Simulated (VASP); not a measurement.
# YIn (P4/mmm) in VASP: single point with LDA

Aim: the single point of YIn with LDA.

Everything below comes from runs of VASP 6.6.1. Logs are shortened: lines on timing, memory, paths and dates and some standing lists are left out, and cuts for length are marked.

## Step 1: The cell of the first run

It takes space group P4/mmm (No. 123, tetragonal). The conventional cell has a = 3.542 Å, b = 3.542 Å, c = 4.195 Å, α = 90.00°, β = 90.00°, γ = 90.00°. Y (site symmetry 4/mmm) has 8 In at 3.27 Å and 6 Y at 3.54 to 4.19 Å within 4.3 Å. In (site symmetry 4/mmm) has 8 Y at 3.27 Å and 6 In at 3.54 to 4.19 Å within 4.3 Å.

## Step 2: Single point, LDA

The input, INCAR:

```
PREC = Accurate
ENCUT = 520
EDIFF = 1E-6
ISMEAR = 0
SIGMA = 0.1
LREAL = False
LASPH = True
NELM = 100
ALGO = Fast
ISIF = 2
LWAVE = False
LCHARG = True
GGA = CA
LELF = True
LVHAR = True
NBANDS = 19
```

The input, KPOINTS:

```
Automatic mesh
0
Gamma
  6 6 4
```

The input, POSCAR:

```
YIn
1.0
    3.5424350136      0.0000000000      0.0000000000
    0.0000000000      3.5424350136      0.0000000000
    0.0000000000      0.0000000000      4.1949607700
Y In
1 1
Direct
    0.0000000000      0.0000000000      0.0000000000
    0.5000000000      0.5000000000      0.5000000000
```

Potentials or basis: VASP PAW LDA potentials, release 64 (Y_sv, In_d).

Launch:

```sh
cat potpaw_LDA.64/Y_sv/POTCAR potpaw_LDA.64/In_d/POTCAR > POTCAR
mpirun -np 1 vasp_std > vasp.out
```

OUTCAR:

```text
PREC = Accurate
   ENCUT = 520
   EDIFF = 1E-6
   ISMEAR = 0
   LREAL = False
   LASPH = True
   NELM = 100
   ISIF = 2
   GGA = CA

 ion  position               nearest neighbor table
   1  0.000  0.000  0.000-   2 3.27   2 3.27   2 3.27   2 3.27   2 3.27   2 3.27   2 3.27   2 3.27

   2  0.500  0.500  0.500-   1 3.27   1 3.27   1 3.27   1 3.27   1 3.27   1 3.27   1 3.27   1 3.27

  LATTYP: Found a simple tetragonal cell.
 ALAT       =     3.5424350136
 C/A-ratio  =     1.1842026047

  Lattice vectors:

 A1 = (   3.5424350136,   0.0000000000,   0.0000000000)
 A2 = (   0.0000000000,   3.5424350136,   0.0000000000)
 A3 = (   0.0000000000,   0.0000000000,   4.1949607700)

Analysis of symmetry for initial positions (statically):
=====================================================================
 Subroutine PRICEL returns:
 Original cell was already a primitive cell.

 Routine SETGRP: Setting up the symmetry group for a
 simple tetragonal supercell.

 Subroutine GETGRP returns: Found 16 space group operations
 (whereof 16 operations were pure point group operations)
 out of a pool of 16 trial point group operations.

The static configuration has the point symmetry D_4h.

Analysis of symmetry for dynamics (positions and initial velocities):
=====================================================================
 Subroutine PRICEL returns:
 Original cell was already a primitive cell.

 Routine SETGRP: Setting up the symmetry group for a
 simple tetragonal supercell.

 Subroutine GETGRP returns: Found 16 space group operations
 (whereof 16 operations were pure point group operations)
 out of a pool of 16 trial point group operations.

The dynamic configuration has the point symmetry D_4h.

 Subroutine INISYM returns: Found 16 space group operations
 (whereof 16 operations are pure point group operations),
 and found     1 'primitive' translations

----------------------------------------------------------------------------------------

                                     Primitive cell

  volume of cell :      52.6419

  direct lattice vectors                    reciprocal lattice vectors
     3.542435014  0.000000000  0.000000000     0.282291699  0.000000000  0.000000000
     0.000000000  3.542435014  0.000000000     0.000000000  0.282291699  0.000000000
     0.000000000  0.000000000  4.194960770     0.000000000  0.000000000  0.238381252

  length of vectors
     3.542435014  3.542435014  4.194960770     0.282291699  0.282291699  0.238381252

  position of ions in fractional coordinates (direct lattice)
     0.000000000  0.000000000  0.000000000
     0.500000000  0.500000000  0.500000000

  ion indices of the primitive-cell ions
   primitive index   ion index
                 1           1
                 2           2

----------------------------------------------------------------------------------------

 KPOINTS: Automatic mesh

Automatic generation of k-mesh.
 Grid dimensions read from file:
 generate k-points for:    6    6    4

 Generating k-lattice:

  Cartesian coordinates                     Fractional coordinates (reciprocal lattice)
     0.047048617  0.000000000  0.000000000     0.166666667  0.000000000  0.000000000
     0.000000000  0.047048617  0.000000000     0.000000000  0.166666667  0.000000000
     0.000000000  0.000000000  0.059595313     0.000000000  0.000000000  0.250000000

  Length of vectors
     0.047048617  0.047048617  0.059595313

  Shift w.r.t. Gamma in fractional coordinates (k-lattice)
     0.000000000  0.000000000  0.000000000

 Subroutine IBZKPT returns following result:
 ===========================================

 Found     30 irreducible k-points:

 Following reciprocal coordinates:
            Coordinates               Weight
  0.000000  0.000000  0.000000      1.000000
  0.166667  0.000000  0.000000      4.000000
  0.333333  0.000000  0.000000      4.000000
  0.500000  0.000000  0.000000      2.000000
  0.166667  0.166667  0.000000      4.000000
  0.333333  0.166667  0.000000      8.000000
[... 16 lines left out ...]
  0.333333  0.000000  0.500000      4.000000
  0.500000  0.000000  0.500000      2.000000
 [... further k-points ...]
   k-points           NKPTS =     30   k-points in BZ     NKDIM =     30   number of bands    NBANDS=     19
   number of dos      NEDOS =    301   number of ions     NIONS =      2
   total plane-waves  NPLWV =  25088
   dimension x,y,z NGX =    28 NGY =   28 NGZ =   32
   dimension x,y,z NGXF=    56 NGYF=   56 NGZF=   64
   ions per type =               1   1
   NGX,Y,Z   is equivalent  to a cutoff of  13.14, 13.14, 12.68 a.u.
   NGXF,Y,Z  is equivalent  to a cutoff of  26.28, 26.28, 25.36 a.u.
 SYSTEM =  unknown system
   PREC   = accura    normal or accurate (medium, high low for compatibility)
   ISTART =      0    job   : 0-new  1-cont  2-samecut
   ICHARG =      2    charge: 1-file 2-atom 10-const
   ISPIN  =      1    spin polarized calculation?
   LNONCOLLINEAR =      F non collinear calculations
   LSORBIT =      F    spin-orbit coupling
   LASPH  =      T    aspherical Exc in radial PAW
   ENCUT  =  520.0 eV  38.22 Ry    6.18 a.u.   6.59  6.59  7.80*2*pi/ulx,y,z
   NELM   =    100;   NELMIN=  2; NELMDL= -5     # of ELM steps
   EDIFF  = 0.1E-05   stopping-criterion for ELM
   LREAL  =      F    real-space projection
   EDIFFG = 0.1E-04   stopping-criterion for IOM
   NSW    =      0    number of steps for IOM
   IBRION =     -1    ionic relax: 0-MD 1-quasi-New 2-CG
   NFREE  =      0    steps in history (QN), initial steepest desc. (CG)
   ISIF   =      2    stress and relaxation
   ISYM   =      2    0-nonsym 1-usesym 2-fastsym
   POTIM  = 0.5000    time-step for ionic-motion
   TEBEG  =    0.0;   TEEND  =   0.0 temperature during run
   PSTRESS=    0.0 pullay stress
   NELECT =      24.0000    total number of electrons
   NUPDOWN=      -1.0000    fix difference up-down
   EMIN   =  10.00;   EMAX   =-10.00  energy-range for DOS
   EFERMI =   0.00;   METHOD = LEGACY
   ISMEAR =     0;   SIGMA  =   0.10  broadening in eV -4-tet -1-fermi 0-gaus
   EFERMI_NEDOS =   21; number of points for ismear=-14 and -15
   IALGO  =     68    algorithm
   IMIX   =      4    mixing-type and parameters
     AMIX     =   0.40;   BMIX     =  1.00
     AMIX_MAG =   1.60;   BMIX_MAG =  1.00
  volume/ion in A,a.u.               =      26.32       177.62
  Fermi-wavevector in a.u.,A,eV,Ry     =   1.259993  2.381041 21.600358  1.587582
  Thomas-Fermi vector in A             =   2.393525
   LORBIT       =      0    0 simple, 1 ext, 2 COOP (PROOUT), +10 PAW based schemes
   GGA     = CA    functional components
   LHFCALC =     F    Hartree Fock is set to
   AEXX    =    0.0000 exact exchange contribution
   IVDW    =     0    specifies the selected vdW correction
   LEPSILON=     F    determine dielectric tensor
   LRPA    =     F    only Hartree local field effects (RPA)
 non-spin polarized calculation
 RMM-DIIS sequential band-by-band and
 Gauss-broadening in eV      SIGMA  =   0.10
  energy-cutoff  :      520.00
  volume of cell :       52.64
 maximum number of plane-waves:      1432
 NGX is ok and might be reduce to    28
   NGX = 13   NGY = 13   NGZ = 15

 number of electron      24.0000004 magnetization

 Free energy of the ion-electron system (eV)
  ---------------------------------------------------
  ext. energy  EPLUGINS =         0.00000000
  ---------------------------------------------------
  free energy    TOTEN  =       -11.27397173 eV

  energy without entropy =      -11.26316377  energy(sigma->0) =      -11.26856775

 E-fermi :   5.7955     XC(G=0): -10.5373

 val. band max:        5.7948729675   @ k =   0.3333   0.0000   0.0000
 cond. band min:       5.8442387871   @ k =   0.1667   0.1667   0.5000
 fundamental gap:      0.0493658196
 Fermi energy:         5.7954732307

 k-point     1 :       0.0000    0.0000    0.0000
  band No.  band energies     occupation
      1     -36.8634      2.00000
      2     -17.0117      2.00000
      3     -16.8181      2.00000
      4     -16.8181      2.00000
      5      -8.6079      2.00000
      6      -8.5188      2.00000
[... 11 lines left out ...]
     18       9.9583      0.00000
     19      12.2017      0.00000

 k-point     2 :       0.1667    0.0000    0.0000
  band No.  band energies     occupation
      1     -36.8567      2.00000
      2     -17.0032      2.00000
      3     -16.9129      2.00000
      4     -16.8106      2.00000
      5      -8.5759      2.00000
      6      -8.4938      2.00000
[... 11 lines left out ...]
     18      11.4122      0.00000
     19      13.1304      0.00000

 k-point     3 :       0.3333    0.0000    0.0000
  band No.  band energies     occupation
      1     -36.8433      2.00000
      2     -17.0967      2.00000
      3     -16.9861      2.00000
      4     -16.7955      2.00000
      5      -8.5437      2.00000
      6      -8.4824      2.00000
[... 11 lines left out ...]
     18      12.7193      0.00000
     19      13.1199      0.00000

 k-point     4 :       0.5000    0.0000    0.0000
  band No.  band energies     occupation
      1     -36.8365      2.00000
      2     -17.1859      2.00000
      3     -16.9776      2.00000
      4     -16.7879      2.00000
      5      -8.5347      2.00000
      6      -8.4944      2.00000
[... 11 lines left out ...]
     18      12.9831      0.00000
     19      14.4120      0.00000

 k-point     5 :       0.1667    0.1667    0.0000
  band No.  band energies     occupation
      1     -36.8500      2.00000
      2     -16.9941      2.00000
      3     -16.9094      2.00000
      4     -16.8976      2.00000
      5      -8.5311      2.00000
      6      -8.4831      2.00000
[... 11 lines left out ...]
     18      10.9627      0.00000
     19      13.9627      0.00000

 k-point     6 :       0.3333    0.1667    0.0000
  band No.  band energies     occupation
      1     -36.8368      2.00000
      2     -17.0841      2.00000
      3     -16.9757      2.00000
      4     -16.8845      2.00000
      5      -8.4943      2.00000
      6      -8.4897      2.00000
[... 11 lines left out ...]
     18      12.1875      0.00000
     19      13.4109      0.00000

 k-point     7 :       0.5000    0.1667    0.0000
  band No.  band energies     occupation
      1     -36.8301      2.00000
      2     -17.1716      2.00000
      3     -16.9665      2.00000
      4     -16.8752      2.00000
      5      -8.5053      2.00000
      6      -8.5025      2.00000
[... 11 lines left out ...]
     18      12.7151      0.00000
     19      13.1260      0.00000

 k-point     8 :       0.3333    0.3333    0.0000
  band No.  band energies     occupation
      1     -36.8237      2.00000
      2     -17.0638      2.00000
      3     -17.0525      2.00000
      4     -16.9547      2.00000
      5      -8.5380      2.00000
      6      -8.5066      2.00000
[... 256 lines left out ...]
 k-point    20 :       0.5000    0.5000    0.2500
  band No.  band energies     occupation
      1     -36.8093      2.00000
      2     -17.1271      2.00000
      3     -17.1271      2.00000
      4     -16.9695      2.00000
      5      -8.5676      2.00000
      6      -8.5123      2.00000
[... 11 lines left out ...]
     18      12.4517      0.00000
     19      13.2174      0.00000

 k-point    21 :       0.0000    0.0000    0.5000
  band No.  band energies     occupation
      1     -36.8601      2.00000
      2     -17.1001      2.00000
      3     -16.8163      2.00000
      4     -16.8163      2.00000
      5      -8.6011      2.00000
      6      -8.4606      2.00000
[... 11 lines left out ...]
     18      13.8312      0.00000
     19      14.7662      0.00000

 k-point    22 :       0.1667    0.0000    0.5000
  band No.  band energies     occupation
      1     -36.8535      2.00000
      2     -17.0859      2.00000
      3     -16.9066      2.00000
      4     -16.8073      2.00000
      5      -8.5695      2.00000
      6      -8.4672      2.00000
[... 11 lines left out ...]
     18      13.2161      0.00000
     19      13.6982      0.00000

 k-point    23 :       0.3333    0.0000    0.5000
  band No.  band energies     occupation
      1     -36.8404      2.00000
      2     -17.0823      2.00000
      3     -17.0573      2.00000
      4     -16.7892      2.00000
      5      -8.5303      2.00000
      6      -8.5225      2.00000
[... 11 lines left out ...]
     18      11.6958      0.00000
     19      12.9989      0.00000

 k-point    24 :       0.5000    0.0000    0.5000
  band No.  band energies     occupation
      1     -36.8337      2.00000
      2     -17.1678      2.00000
      3     -17.0429      2.00000
      4     -16.7801      2.00000
      5      -8.5493      2.00000
      6      -8.5193      2.00000
[... 11 lines left out ...]
     18      11.9552      0.00000
     19      12.2215      0.00000

 [... further k-points ...]

------------------------ aborting loop because EDIFF is reached ----------------------------------------

  FORCE on cell =-STRESS in cart. coord.  units (eV):
  Direction    XX          YY          ZZ          XY          YZ          ZX
  --------------------------------------------------------------------------------------
  -------------------------------------------------------------------------------------
  Total       -1.4884812     -1.4884812     -1.2020105      0.0000000      0.0000000      0.0000000
  in kB      -45.3025092    -45.3025092    -36.5836597      0.0000000      0.0000000      0.0000000
  external PRESSURE =     -42.3962260 kB  Pullay stress =       0.0000000 kB

 VOLUME and BASIS-vectors are now :
 -----------------------------------------------------------------------------
  energy-cutoff  :      520.00
  volume of cell :       52.64
      direct lattice vectors                 reciprocal lattice vectors
     3.542435014  0.000000000  0.000000000     0.282291699  0.000000000  0.000000000
     0.000000000  3.542435014  0.000000000     0.000000000  0.282291699  0.000000000
     0.000000000  0.000000000  4.194960770     0.000000000  0.000000000  0.238381252

 POSITION                                       TOTAL-FORCE (eV/Angst)
 -----------------------------------------------------------------------------------
      0.00000      0.00000      0.00000         0.000000      0.000000      0.000000
      1.77122      1.77122      2.09748         0.000000      0.000000      0.000000
 -----------------------------------------------------------------------------------
    total drift:                                0.000000      0.000000      0.000000

  FREE ENERGIE OF THE ION-ELECTRON SYSTEM (eV)
  ---------------------------------------------------
  free  energy   TOTEN  =       -11.2739717299 eV

  energy  without entropy=      -11.2631637715  energy(sigma->0) =      -11.26856775
```

It took 62 s on 1 thread of Intel Xeon Platinum 8175M at 2.50GHz (Skylake/Cascade Lake), shared host; peak memory 0.17 GiB.

Results:

| Item | Value |
| --- | --- |
| Free energy | -11.2740 eV |
| Pressure | -4.2 GPa |
| Band gap on the k mesh | zero (band 12 reaches 5.93 eV, above the bottom of band 13 at 3.40 eV) |

Levels at points of the mesh, in eV from the Fermi level:
```
           k point  band 8  band 9  band 10  band 11  band 12  band 13  band 14  band 15  band 16  band 17
(0.00, 0.00, 0.00)  -14.24  -14.22    -8.09    -0.58    -0.27     1.17     3.34     3.34     4.11     4.11
(0.50, 0.00, 0.00)  -14.23  -14.16    -5.34    -3.95    -0.63     0.19     1.48     3.48     5.48     5.55
(0.50, 0.50, 0.00)  -14.20  -14.08    -4.53    -1.06    -1.06     0.19     1.41     1.41     3.69     4.12
(0.00, 0.00, 0.50)  -14.23  -14.21    -6.42    -4.25    -0.13     1.36     1.36     2.84     4.14     7.25
(0.50, 0.00, 0.50)  -14.25  -14.13    -5.47    -1.90    -1.13    -0.57     2.39     2.91     3.60     4.87
(0.50, 0.50, 0.50)  -14.14  -14.08    -2.43    -2.41    -2.40    -2.40     3.74     3.86     4.12     4.12
```

Caveat: the k points lie up to 0.37 Å⁻¹ apart; spin-orbit coupling is left out, which moves the levels of the heavy elements.
